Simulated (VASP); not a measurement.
# Sb2Mo in VASP: notebook, part 3 of 3

VASP 6.6.1. Earlier steps stand in the parts before.

### Step 5. Molecular dynamics, PBE

File INCAR:

```
  PREC = Accurate
  ENCUT = 520
  EDIFF = 1E-5
  ISMEAR = -1
  SIGMA = 0.1
  LREAL = False
  LASPH = True
  NELM = 100
  ALGO = Normal
  ISIF = 2
  LWAVE = False
  LCHARG = False
  GGA = PE
  IBRION = 0
  NSW = 40
  POTIM = 1.5
  TEBEG = 300.0
  TEEND = 300.0
  ISYM = 0
  NELMIN = 4
  RANDOM_SEED = 863539 0 0
  MDALGO = 1
  ANDERSEN_PROB = 0.0
```

File KPOINTS:

```
Automatic mesh
0
Gamma
  3 3 3
```

File POSCAR:

```
Sb2Mo
1.0
    5.1783430000     -0.2492400000      0.0685340000
   -1.2452760000      5.1892600000     -0.0648020000
   -0.3093150000     -0.6166220000      4.9778910000
Mo Sb
2 4
Direct
    0.1772980000      0.0551560000      0.1748370000
    0.1495300000      0.3629980000      0.6986450000
    0.5957870000      0.1604430000      0.8106270000
    0.9584910000      0.5021510000      0.2073110000
    0.5303170000      0.7061790000      0.1100250000
    0.8695680000      0.7616420000      0.6922280000
```

Potentials or basis: VASP PAW PBE potentials, release 64 (Mo_sv, Sb).

Run with:

```sh
cat potpaw_PBE.64/Mo_sv/POTCAR potpaw_PBE.64/Sb/POTCAR > POTCAR
mpirun -np 1 vasp_std > vasp.out
```

OUTCAR:

```text
PREC = Accurate
   ENCUT = 520
   EDIFF = 1E-5
   ISMEAR = -1
   LREAL = False
   LASPH = True
   NELM = 100
   ISIF = 2
   GGA = PE
   IBRION = 0
   NSW = 40
   POTIM = 1.5
   TEBEG = 300.0
   ISYM = 0
   NELMIN = 4

 ion  position               nearest neighbor table
   1  0.177  0.055  0.175-   6 2.87   3 2.88   4 2.88   4 2.91   5 2.96   2 2.97   2 3.08   5 3.33
                             6 3.42   5 3.50
   2  0.150  0.363  0.699-   4 2.87   4 2.87   5 2.88   3 2.88   3 2.88   6 2.89   1 2.97   1 3.08
                             6 3.13
   3  0.596  0.160  0.811-   4 2.78   1 2.88   2 2.88   2 2.88   6 2.89   5 2.95   5 3.23   6 3.26
                             6 3.75
   4  0.958  0.502  0.207-   6 2.78   5 2.78   3 2.78   2 2.87   2 2.87   1 2.88   1 2.91   5 2.94
                             6 3.15
   5  0.530  0.706  0.110-   4 2.78   6 2.79   2 2.88   4 2.94   3 2.95   1 2.96   3 3.23   6 3.29
                             1 3.33   1 3.50
   6  0.870  0.762  0.692-   4 2.78   5 2.79   1 2.87   3 2.89   2 2.89   2 3.13   4 3.15   3 3.26
                             5 3.29   1 3.42   3 3.75

IMPORTANT INFORMATION: All symmetrisations will be switched off!
NOSYMM: (Re-)initialisation of all symmetry stuff for point group C_1.

----------------------------------------------------------------------------------------

                                     Primitive cell

  volume of cell :     132.1704

  direct lattice vectors                    reciprocal lattice vectors
     5.178343000 -0.249240000  0.068534000     0.195139024  0.047052064  0.017953942
    -1.245276000  5.189260000 -0.064802000     0.009067307  0.195190574  0.024742096
    -0.309315000 -0.616622000  4.977891000    -0.002568573  0.001893186  0.200963195

  length of vectors
     5.184790614  5.336977699  5.025464881     0.201532825  0.196961284  0.200988526

  position of ions in fractional coordinates (direct lattice)
     0.177298000  0.055156000  0.174837000
     0.149530000  0.362998000  0.698645000
     0.595787000  0.160443000  0.810627000
     0.958491000  0.502151000  0.207311000
     0.530317000  0.706179000  0.110025000
     0.869568000  0.761642000  0.692228000

  ion indices of the primitive-cell ions
   primitive index   ion index
                 1           1
                 2           2
                 3           3
                 4           4
                 5           5
                 6           6

----------------------------------------------------------------------------------------

 KPOINTS: Automatic mesh

Automatic generation of k-mesh.
 Grid dimensions read from file:
 generate k-points for:    3    3    3

 Generating k-lattice:

  Cartesian coordinates                     Fractional coordinates (reciprocal lattice)
     0.065046341  0.015684021  0.005984647     0.333333333 -0.000000000  0.000000000
     0.003022436  0.065063525  0.008247365     0.000000000  0.333333333 -0.000000000
    -0.000856191  0.000631062  0.066987732     0.000000000 -0.000000000  0.333333333

  Length of vectors
     0.067177608  0.065653761  0.066996175

  Shift w.r.t. Gamma in fractional coordinates (k-lattice)
     0.000000000  0.000000000  0.000000000
[... 35 lines left out ...]
   LNONCOLLINEAR =      F non collinear calculations
   LSORBIT =      F    spin-orbit coupling
   LASPH  =      T    aspherical Exc in radial PAW
   ENCUT  =  520.0 eV  38.22 Ry    6.18 a.u.   9.64  9.92  9.34*2*pi/ulx,y,z
   NELM   =    100;   NELMIN=  4; NELMDL= -5     # of ELM steps
   EDIFF  = 0.1E-04   stopping-criterion for ELM
   LREAL  =      F    real-space projection
   EDIFFG = 0.1E-03   stopping-criterion for IOM
   NSW    =     40    number of steps for IOM
   IBRION =      0    ionic relax: 0-MD 1-quasi-New 2-CG
   NFREE  =      0    steps in history (QN), initial steepest desc. (CG)
   ISIF   =      2    stress and relaxation
   ISYM   =      0    0-nonsym 1-usesym 2-fastsym
   POTIM  = 1.5000    time-step for ionic-motion
   TEBEG  =  300.0;   TEEND  = 300.0 temperature during run
   PSTRESS=    0.0 pullay stress
   NELECT =      48.0000    total number of electrons
   NUPDOWN=      -1.0000    fix difference up-down
   EMIN   =  10.00;   EMAX   =-10.00  energy-range for DOS
   EFERMI =   0.00;   METHOD = LEGACY
   ISMEAR =    -1;   SIGMA  =   0.10  broadening in eV -4-tet -1-fermi 0-gaus
   EFERMI_NEDOS =   21; number of points for ismear=-14 and -15
   IALGO  =     38    algorithm
   IMIX   =      4    mixing-type and parameters
     AMIX     =   0.40;   BMIX     =  1.00
     AMIX_MAG =   1.60;   BMIX_MAG =  1.00
  volume/ion in A,a.u.               =      22.03       148.66
  Fermi-wavevector in a.u.,A,eV,Ry     =   1.168003  2.207205 18.561475  1.364230
  Thomas-Fermi vector in A             =   2.304495
   LORBIT       =      0    0 simple, 1 ext, 2 COOP (PROOUT), +10 PAW based schemes
   GGA     = PE    functional components
   LHFCALC =     F    Hartree Fock is set to
   AEXX    =    0.0000 exact exchange contribution
   IVDW    =     0    specifies the selected vdW correction
   LEPSILON=     F    determine dielectric tensor
   LRPA    =     F    only Hartree local field effects (RPA)
 molecular dynamics for ions
 non-spin polarized calculation
  energy-cutoff  :      520.00
  volume of cell :      132.17
 maximum number of plane-waves:      3570
 NGX is ok and might be reduce to    40
   NGX = 19   NGY = 19   NGZ = 19

--------------------------------------- Ionic step        1  -------------------------------------------

 number of electron      48.0000001 magnetization

 Free energy of the ion-electron system (eV)
  ---------------------------------------------------
  ext. energy  EPLUGINS =         0.00000000
  ---------------------------------------------------
  free energy    TOTEN  =       -33.36274424 eV

  energy without entropy =      -33.17167889  energy(sigma->0) =      -33.26721157

------------------------ aborting loop because EDIFF is reached ----------------------------------------

  FORCE on cell =-STRESS in cart. coord.  units (eV):
  Direction    XX          YY          ZZ          XY          YZ          ZX
  --------------------------------------------------------------------------------------
  -------------------------------------------------------------------------------------
  Total        8.5929894      4.7742829      7.8129818     -3.0312318      0.5164853     -1.8076392
  in kB      104.1646830     57.8741164     94.7093879    -36.7447558      6.2608634    -21.9122998
  external PRESSURE =      85.5827291 kB  Pullay stress =       0.0000000 kB
[... 127 lines left out ...]
  ENERGY OF THE ELECTRON-ION-THERMOSTAT SYSTEM (eV)
  ---------------------------------------------------
% ion-electron   TOTEN  =       -33.387515  see above
  kinetic energy EKIN   =         0.221430
  kin. lattice  EKIN_LAT=         0.000000  (temperature  342.61 K)
  nose potential ES     =         0.000000
  nose kinetic   EPS    =         0.000000
  ---------------------------------------------------
  total energy   ETOTAL =       -33.166085 eV

[... ionic steps 4 to 37 ...]

--------------------------------------- Ionic step       38  -------------------------------------------

 number of electron      47.9999999 magnetization

------------------------ aborting loop because EDIFF is reached ----------------------------------------
[... 45 lines left out ...]
--------------------------------------- Ionic step       39  -------------------------------------------

 number of electron      48.0000000 magnetization

 E-fermi :  10.0019     XC(G=0): -11.1060

 val. band max:        9.9773537136   @ k =   0.3333  -0.3333   0.3333
 cond. band min:      10.0134080599   @ k =   0.0000   0.3333   0.0000
 fundamental gap:      0.0360543463
 Fermi energy:        10.0019050052

 k-point     1 :       0.0000    0.0000    0.0000
  band No.  band energies     occupation
      1     -50.8459      2.00000
      2     -50.7811      2.00000
      3     -25.1198      2.00000
      4     -25.0542      2.00000
      5     -24.9864      2.00000
      6     -24.9179      2.00000
[... 472 lines left out ...]
--------------------------------------- Ionic step       40  -------------------------------------------

 number of electron      48.0000001 magnetization

 Free energy of the ion-electron system (eV)
  ---------------------------------------------------
  ext. energy  EPLUGINS =         0.00000000
  ---------------------------------------------------
  free energy    TOTEN  =       -34.63503857 eV

  energy without entropy =      -34.45942871  energy(sigma->0) =      -34.54723364

 E-fermi :   9.9998     XC(G=0): -11.1051

 val. band max:        9.9747641149   @ k =   0.3333  -0.3333   0.3333
 cond. band min:      10.0120596521   @ k =   0.0000   0.3333   0.0000
 fundamental gap:      0.0372955373
 Fermi energy:         9.9998003578

 k-point     1 :       0.0000    0.0000    0.0000
  band No.  band energies     occupation
      1     -50.8433      2.00000
      2     -50.7765      2.00000
      3     -25.1195      2.00000
      4     -25.0529      2.00000
      5     -24.9840      2.00000
      6     -24.9170      2.00000
[... 462 lines left out ...]
  ENERGY OF THE ELECTRON-ION-THERMOSTAT SYSTEM (eV)
  ---------------------------------------------------
% ion-electron   TOTEN  =       -34.635039  see above
  kinetic energy EKIN   =         1.468694
  kin. lattice  EKIN_LAT=         0.000000  (temperature 2272.45 K)
  nose potential ES     =         0.000000
  nose kinetic   EPS    =         0.000000
  ---------------------------------------------------
  total energy   ETOTAL =       -33.166344 eV
```

Wall time 6.3 min (1 thread of Intel Xeon 6975P-C (Granite Rapids), shared host); peak memory 0.33 GiB.

The path:
| step | potential energy change (eV) | largest force (eV/Å) | pressure (GPa) | volume (Å³) | temperature (K) |
| --- | --- | --- | --- | --- | --- |
| 1 | 0.0000 | 3.0861 | 8.56 | 132.17 | 304 |
| 2 | -0.0098 | 3.0604 | 8.55 | 132.17 | 319 |
| 3 | -0.0248 | 3.0307 | 8.52 | 132.17 | 343 |
| 4 | -0.0449 | 2.9970 | 8.50 | 132.17 | 374 |
| 5 | -0.0698 | 2.9592 | 8.45 | 132.17 | 412 |
| 6 | -0.0992 | 2.9171 | 8.41 | 132.17 | 458 |
| 7 | -0.1329 | 2.8712 | 8.34 | 132.17 | 510 |
| 8 | -0.1704 | 2.8213 | 8.29 | 132.17 | 568 |
| 9 | -0.2113 | 2.7675 | 8.22 | 132.17 | 631 |
| 10 | -0.2552 | 2.7098 | 8.15 | 132.17 | 699 |
| 11 | -0.3017 | 2.6482 | 8.07 | 132.17 | 771 |
| 12 | -0.3503 | 2.5829 | 8.00 | 132.17 | 846 |
| 13 | -0.4005 | 2.5138 | 7.93 | 132.17 | 924 |
| 14 | -0.4520 | 2.4410 | 7.87 | 132.17 | 1003 |
| 15 | -0.5042 | 2.3645 | 7.80 | 132.17 | 1084 |
| 16 | -0.5567 | 2.2845 | 7.75 | 132.17 | 1165 |
| 17 | -0.6090 | 2.2010 | 7.70 | 132.17 | 1246 |
| 18 | -0.6607 | 2.1142 | 7.66 | 132.17 | 1326 |
| 19 | -0.7115 | 2.0244 | 7.63 | 132.17 | 1405 |
| 20 | -0.7609 | 1.9837 | 7.61 | 132.17 | 1481 |
| 21 | -0.8086 | 1.9504 | 7.61 | 132.17 | 1555 |
| 22 | -0.8544 | 1.9155 | 7.61 | 132.17 | 1626 |
| 23 | -0.8979 | 1.8787 | 7.63 | 132.17 | 1693 |
| 24 | -0.9390 | 1.8399 | 7.66 | 132.17 | 1756 |
| 25 | -0.9774 | 1.7988 | 7.71 | 132.17 | 1816 |
| 26 | -1.0130 | 1.7550 | 7.76 | 132.17 | 1871 |
| 27 | -1.0458 | 1.7083 | 7.84 | 132.17 | 1922 |
| 28 | -1.0757 | 1.7135 | 7.92 | 132.17 | 1968 |
| 29 | -1.1028 | 1.7774 | 8.03 | 132.17 | 2010 |
| 30 | -1.1272 | 1.8458 | 8.12 | 132.17 | 2048 |
| 31 | -1.1490 | 1.9165 | 8.27 | 132.17 | 2082 |
| 32 | -1.1685 | 1.9879 | 8.33 | 132.17 | 2112 |
| 33 | -1.1857 | 2.0608 | 8.56 | 132.17 | 2138 |
| 34 | -1.2012 | 2.1890 | 8.60 | 132.17 | 2162 |
| 35 | -1.2150 | 2.3085 | 8.83 | 132.17 | 2184 |
| 36 | -1.2276 | 2.4199 | 8.91 | 132.17 | 2203 |
| 37 | -1.2394 | 2.5203 | 9.12 | 132.17 | 2221 |
| 38 | -1.2505 | 2.6100 | 9.19 | 132.17 | 2239 |
| 39 | -1.2614 | 2.6867 | 9.42 | 132.17 | 2256 |
| 40 | -1.2723 | 2.7515 | 9.47 | 132.17 | 2272 |

Caveat: the k points lie up to 0.42 Å⁻¹ apart; spin-orbit coupling is left out, which moves the levels of the heavy elements.
